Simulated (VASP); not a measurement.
# TaN (Fm-3m) in VASP: settings compared, part 3 of 3

VASP 6.6.1. The steps go on from the part before.

## Step 6: Relaxation of cell and atoms, LDA

This run uses another cell than the first one, of 10.81 Å³/atom, 1.036 times its volume.

INCAR reads:

```
SYSTEM = TaN
PREC = Accurate ; ENCUT = 600
EDIFF = 1E-6 ; ISMEAR = -1
SIGMA = 0.05 ; LREAL = .FALSE.
LASPH = .TRUE. ; NELM = 100
ALGO = Normal ; ISIF = 3
LWAVE = .FALSE. ; LCHARG = .FALSE.
IBRION = 2 ; NSW = 80
EDIFFG = -0.01
```

KPOINTS reads:

```
regular mesh
0
G
  10 10 10
  0 0 0
```

POSCAR reads:

```
TaN
1.0
    0.0000000000      2.2113230000      2.2113230000
    2.2113230000      0.0000000000      2.2113230000
    2.2113230000      2.2113230000      0.0000000000
Ta N
1 1
Direct
    0.5000000000      0.5000000000      0.5000000000
    0.0000000000      0.0000000000      0.0000000000
```

Potentials or basis: VASP PAW LDA potentials, release 64 (Ta_pv, N).

Run with:

```
$ cat potpaw_LDA.64/Ta_pv/POTCAR potpaw_LDA.64/N/POTCAR > POTCAR
$ mpirun -np 1 vasp_std > vasp.out
```

OUTCAR:

```text
SYSTEM = TaN
   PREC = Accurate
   ENCUT = 600
   EDIFF = 1E-6
   ISMEAR = -1
   LREAL = .FALSE.
   LASPH = .TRUE.
   NELM = 100
   ISIF = 3
   IBRION = 2
   NSW = 80
   EDIFFG = -0.01

 ion  position               nearest neighbor table
   1  0.500  0.500  0.500-   2 2.21   2 2.21   2 2.21   2 2.21   2 2.21   2 2.21
   2  0.000  0.000  0.000-   1 2.21   1 2.21   1 2.21   1 2.21   1 2.21   1 2.21

  LATTYP: Found a face centered cubic cell.
 ALAT       =     4.4226460000

  Lattice vectors:

 A1 = (   0.0000000000,   2.2113230000,   2.2113230000)
 A2 = (   2.2113230000,   0.0000000000,   2.2113230000)
 A3 = (   2.2113230000,   2.2113230000,   0.0000000000)

Analysis of symmetry for initial positions (statically):
=====================================================================
 Subroutine PRICEL returns:
 Original cell was already a primitive cell.
[... 222 lines left out ...]
      5       6.9215      2.00000
      6       6.9215      2.00000
      7       6.9215      2.00000
      8       8.5056      2.00000
      9       8.5056      2.00000
     10       8.5056      2.00000
     11      11.0922      0.94640
     12      11.0922      0.94640
[... 416 lines left out ...]
--------------------------------------- Ionic step        4  -------------------------------------------

 number of electron      16.0000001 magnetization

 Free energy of the ion-electron system (eV)
  ---------------------------------------------------
  ext. energy  EPLUGINS =         0.00000000
  ---------------------------------------------------
  free energy    TOTEN  =       -24.16586710 eV

  energy without entropy =      -24.15975515  energy(sigma->0) =      -24.16281112

 E-fermi :   9.7534     XC(G=0): -13.8183

 val. band max:        9.7286972532   @ k =   0.0000   0.0000   0.0000
 cond. band min:       9.7951307155   @ k =  -0.3000   0.3000   0.1000
 fundamental gap:      0.0664334623
 Fermi energy:         9.7533935205

 k-point     1 :       0.0000    0.0000    0.0000
  band No.  band energies     occupation
      1     -25.7873      2.00000
      2     -25.7873      2.00000
      3     -25.7873      2.00000
      4      -9.1042      2.00000
      5       5.8928      2.00000
      6       5.8928      2.00000
      7       5.8928      2.00000
      8       7.5118      2.00000
      9       7.5118      2.00000
     10       7.5118      2.00000
     11       9.7287      1.24206
     12       9.7287      1.24206
[... 374 lines left out ...]
  FREE ENERGIE OF THE ION-ELECTRON SYSTEM (eV)
  ---------------------------------------------------
  free  energy   TOTEN  =       -24.1658671023 eV

  energy  without entropy=      -24.1597551476  energy(sigma->0) =      -24.16281112

 reached required accuracy - stopping structural energy minimisation
```

OSZICAR:

```text
N       E                     dE             d eps       ncg     rms          rms(c)
DAV:   1     0.977928309640E+02    0.97793E+02   -0.10219E+04  1128   0.158E+03
DAV:   2    -0.230403074999E+02   -0.12083E+03   -0.11352E+03  1272   0.358E+02
DAV:   3    -0.270781464997E+02   -0.40378E+01   -0.39302E+01  1484   0.568E+01
[... 31 lines left out ...]
       N       E                     dE             d eps       ncg     rms          rms(c)
DAV:   1    -0.241660265821E+02   -0.23659E-03   -0.55752E-03  1136   0.100E+00    0.144E-01
DAV:   2    -0.241659006243E+02    0.12596E-03   -0.16900E-04  1192   0.152E-01    0.583E-02
DAV:   3    -0.241658669617E+02    0.33663E-04   -0.99254E-05  1260   0.117E-01    0.103E-02
DAV:   4    -0.241658671023E+02   -0.14063E-06   -0.90770E-07   932   0.114E-02
   4 F= -.24165867E+02 E0= -.24162811E+02  d E =-.490784E-01
```

CONTCAR:

```text
TaN
   1.00000000000000
     0.0000000000000000    2.1779630412840625    2.1779630412840625
     2.1779630412840625   -0.0000000000000000    2.1779630412840625
     2.1779630412840625    2.1779630412840625    0.0000000000000000
  Ta              N
     1     1
Direct
     0.5000000000000000    0.5000000000000000    0.5000000000000000
     1.0000000000000000    0.0000000000000000    1.0000000000000000

  0.00000000E+00  0.00000000E+00  0.00000000E+00
  0.00000000E+00  0.00000000E+00  0.00000000E+00
```

It took 31 s on 1 thread of Intel Xeon 6975P-C, shared host; peak memory 0.16 GiB.

Results:

* Free energy: -24.1659 eV
* Relaxed volume: 10.33 Å³/atom
* Relaxed cell: a = 3.080 Å, b = 3.080 Å, c = 3.080 Å, α = 60.00°, β = 60.00°, γ = 60.00°
* Space group after relaxing (to 0.05 Å): Fm-3m (No. 225)
* Energy gained by relaxing: 24.5 meV/atom
* Ionic steps: 4
* Pressure after relaxing: -0.1 GPa

Step by step:
| step | energy change (eV) | largest force (eV/Å) | pressure (GPa) | volume (Å³) |
| --- | --- | --- | --- | --- |
| 1 | 0.0000 | 0.0000 | -15.54 | 21.63 |
| 2 | 0.2703 | 0.0000 | 52.66 | 18.51 |
| 3 | -0.0490 | 0.0000 | -0.66 | 20.69 |
| 4 | -0.0491 | 0.0000 | -0.14 | 20.66 |

Final structure:
```
CELL_PARAMETERS angstrom
0.00000 2.17796 2.17796
2.17796 0.00000 2.17796
2.17796 2.17796 0.00000
ATOMIC_POSITIONS crystal
Ta 0.50000 0.50000 0.50000
N 0.00000 0.00000 0.00000
```

Levels at points of the mesh, in eV from the Fermi level:
```
           k point  band 4  band 5  band 6  band 7  band 8  band 9  band 10  band 11  band 12
(0.00, 0.00, 0.00)  -18.86   -3.86   -3.86   -3.86   -2.24   -2.24    -2.24    -0.02    -0.02
(0.50, 0.00, 0.00)  -15.56  -10.59   -7.79   -7.79    1.94    1.94     2.06     4.03     7.79
(0.50, 0.50, 0.00)  -17.58   -6.61   -5.70   -4.64   -4.64    2.12     3.66     3.66     4.91
```

Caveat: the bands computed are all filled at some k points, so no gap is given; spin-orbit coupling is left out, which moves the levels of the heavy elements.

## Step 7: The runs side by side

| task | level | potentials or basis | cell | cutoff (eV) | smearing | gap on the mesh (eV) | pressure (GPa) |
| --- | --- | --- | --- | --- | --- | --- | --- |
| single point | revPBE+D3(BJ) | VASP PAW PBE potentials, release 64 (Ta_pv, N) | a = 3.091 Å, angles 60.0°, 2 atoms | 520 | fermi-dirac 0.05 eV | none | 0.8 |
| single point | RPBE | VASP PAW PBE potentials, release 64 (Ta_pv, N) | a = 3.127 Å, angles 60.0°, 2 atoms | 520 | gaussian 0.02 eV | none | 4.0 |
| single point | PBE | VASP PAW PBE potentials, release 64 (Ta_pv, N) | a = 3.127 Å, angles 60.0°, 2 atoms | 520 | gaussian 0.027 eV | none | -0.6 |
| single point | PBE | VASP PAW PBE potentials, release 64 (Ta_pv, N) | a = 3.127 Å, angles 60.0°, 2 atoms | 520 | gaussian 0.029 eV | none | -0.6 |
| relaxation of cell and atoms | LDA | VASP PAW LDA potentials, release 64 (Ta_pv, N) | relaxed from a = 3.127 Å, angles 60.0°, 2 atoms | 600 | fermi-dirac 0.05 eV | - | -0.1 |

Alike in all rows: no spin polarisation; k mesh 10 × 10 × 10.

Caveats: spin-orbit coupling is left out, which moves the levels of the heavy elements; the PAW data sets were made with another functional, which shifts forces and pressure a little (some runs); pairwise dispersion overbinds metals, which lowers pressure and volume (some runs); the bands computed are all filled at some k points, so no gap is given (some runs).

Total energies depend on the potentials used, so only differences within one code and one set of settings carry meaning.
